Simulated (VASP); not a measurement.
Input of a VASP 6.6.1 run:

File INCAR:

```
PREC     = Accurate       # precision mode
ENCUT    = 520            # plane-wave cutoff, eV
EDIFF    = 1E-7           # SCF threshold, eV
ISMEAR   = -1             # smearing method
SIGMA    = 0.01           # smearing width, eV
LREAL    = False          # projectors in reciprocal space
LASPH    = True           # aspherical terms in the spheres
NELM     = 120            # most SCF steps
ALGO     = Normal         # electronic algorithm
ISIF     = 2              # what is computed and relaxed
LWAVE    = False          # write WAVECAR
LCHARG   = False          # write CHGCAR
GGA      = PE             # functional
IBRION   = 2              # ionic algorithm
NSW      = 60             # ionic steps
EDIFFG   = -0.03          # ionic threshold
NELECT   = 192.0        
GGA_COMPAT= False        
NELMIN   = 4
```

KPOINTS

```
regular mesh
0
Gamma
  3 3 3
```

File POSCAR:

```
YZr7O16
1.0
    0.0000000000      5.0700000000      5.0700000000
    5.0700000000      0.0000000000      5.0700000000
    5.0700000000      5.0700000000      0.0000000000
Y Zr O
1 7 16
Direct
    0.0000000000      0.0000000000      0.0000000000
    0.0000000000      0.0000000000      0.5000000000
    0.0000000000      0.5000000000      0.0000000000
    0.0000000000      0.5000000000      0.5000000000
    0.5000000000      0.0000000000      0.0000000000
    0.5000000000      0.0000000000      0.5000000000
    0.5000000000      0.5000000000      0.0000000000
    0.5000000000      0.5000000000      0.5000000000
    0.1250000000      0.1250000000      0.1250000000
    0.1250000000      0.1250000000      0.6250000000
    0.1250000000      0.6250000000      0.1250000000
    0.1250000000      0.6250000000      0.6250000000
    0.6250000000      0.1250000000      0.1250000000
    0.6250000000      0.1250000000      0.6250000000
    0.6250000000      0.6250000000      0.1250000000
    0.6250000000      0.6250000000      0.6250000000
    0.3750000000      0.3750000000      0.3750000000
    0.3750000000      0.3750000000      0.8750000000
    0.3750000000      0.8750000000      0.3750000000
    0.3750000000      0.8750000000      0.8750000000
    0.8750000000      0.3750000000      0.3750000000
    0.8750000000      0.3750000000      0.8750000000
    0.8750000000      0.8750000000      0.3750000000
    0.8750000000      0.8750000000      0.8750000000
```

Potentials or basis: VASP PAW PBE potentials, release 64 (Y_sv, Zr_sv, O).

Launch:

```bash
$ cat potpaw_PBE.64/Y_sv/POTCAR potpaw_PBE.64/Zr_sv/POTCAR potpaw_PBE.64/O/POTCAR > POTCAR
$ mpirun -np 1 vasp_std > vasp.out
```

**Question.** Estimate the energy gained by relaxing.

**Answer.** 24.5 meV/atom.

Final structure:
```cif
data_structure
_symmetry_space_group_name_H-M 'P 1'
_symmetry_Int_Tables_number 1
_cell_length_a 7.1701
_cell_length_b 7.1701
_cell_length_c 7.1701
_cell_angle_alpha 60.000
_cell_angle_beta 60.000
_cell_angle_gamma 60.000
_cell_volume 260.65
loop_
_atom_site_label
_atom_site_type_symbol
_atom_site_fract_x
_atom_site_fract_y
_atom_site_fract_z
_atom_site_occupancy
Y1 Y 0.00000 0.00000 0.00000 1
Zr1 Zr 0.00000 0.00000 0.50000 1
Zr2 Zr 0.00000 0.50000 0.00000 1
Zr3 Zr 0.00000 0.50000 0.50000 1
Zr4 Zr 0.50000 0.00000 0.00000 1
Zr5 Zr 0.50000 0.00000 0.50000 1
Zr6 Zr 0.50000 0.50000 0.00000 1
Zr7 Zr 0.50000 0.50000 0.50000 1
O1 O 0.12953 0.12953 0.12953 1
O2 O 0.12953 0.12953 0.61141 1
O3 O 0.12953 0.61141 0.12953 1
O4 O 0.12939 0.62354 0.62354 1
O5 O 0.61141 0.12953 0.12953 1
O6 O 0.62354 0.12939 0.62354 1
O7 O 0.62354 0.62354 0.12939 1
O8 O 0.62354 0.62354 0.62354 1
O9 O 0.37646 0.37646 0.37646 1
O10 O 0.37646 0.37646 0.87061 1
O11 O 0.37646 0.87061 0.37646 1
O12 O 0.38859 0.87047 0.87047 1
O13 O 0.87061 0.37646 0.37646 1
O14 O 0.87047 0.38859 0.87047 1
O15 O 0.87047 0.87047 0.38859 1
O16 O 0.87047 0.87047 0.87047 1
```

Caveat: the cell carries a net charge on a neutralising background, which shifts energy and pressure.
